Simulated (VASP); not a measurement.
Wanted: the native input for a VASP 6.6.1 run.

```
Task                   : single point
Functional             : PBEsol
Potentials or basis    : VASP PAW PBE potentials, release 64 (Ga_d, As, P)
Cutoff                 : 400 eV
k mesh                 : 6 × 6 × 4
Occupations            : fermi-dirac, width 0.05 eV
Spin                   : no spin polarisation
Dipole correction      : no
Further INCAR settings : ALGO = Normal; EDIFF = 1e-06; NBANDS = 26
```

The structure of Ga2AsP lies in POSCAR:

```
Ga2AsP
1.0
    2.7192440000      2.7192440000      0.0000000000
   -2.7192440000      2.7192440000      0.0000000000
    0.0000000000      0.0000000000      5.6380875051
Ga As P
2 1 1
Direct
    0.0000000000      0.0000000000      0.9997340000
    0.5000000000      0.5000000000      0.5174720000
    0.5000000000      0.0000000000      0.2586030000
    0.0000000000      0.5000000000      0.7586030000
```

These files were run (other wordings do the same):

INCAR

```
PREC = Accurate ; ENCUT = 400
EDIFF = 1E-6 ; ISMEAR = -1
SIGMA = 0.05 ; LREAL = False
LASPH = True ; NELM = 120
ALGO = Normal ; ISIF = 2
LWAVE = False ; LCHARG = False
GGA = PS ; NBANDS = 26
GGA_COMPAT = False
```

KPOINTS

```
Automatic mesh
0
Gamma
  6 6 4
```

Potentials or basis: VASP PAW PBE potentials, release 64 (Ga_d, As, P).

Launch:

```bash
$ cat potpaw_PBE.64/Ga_d/POTCAR potpaw_PBE.64/As/POTCAR potpaw_PBE.64/P/POTCAR > POTCAR
$ mpirun -np 1 vasp_std > vasp.out
```

It gave:

```json
{
  "Pressure": "1.7 GPa",
  "Largest force": "0.019 eV/Å",
  "Band gap on the k mesh": "0.93 eV (least direct gap 1.14 eV)"
}
```

Caveat: the PAW data sets were made with another functional, which shifts forces and pressure a little.

Wall time 36 s on 1 thread of Intel(R) Xeon(R) Platinum 8375C CPU @ 2.90GHz (Ice Lake) (shared host), peak memory 0.19 GiB.
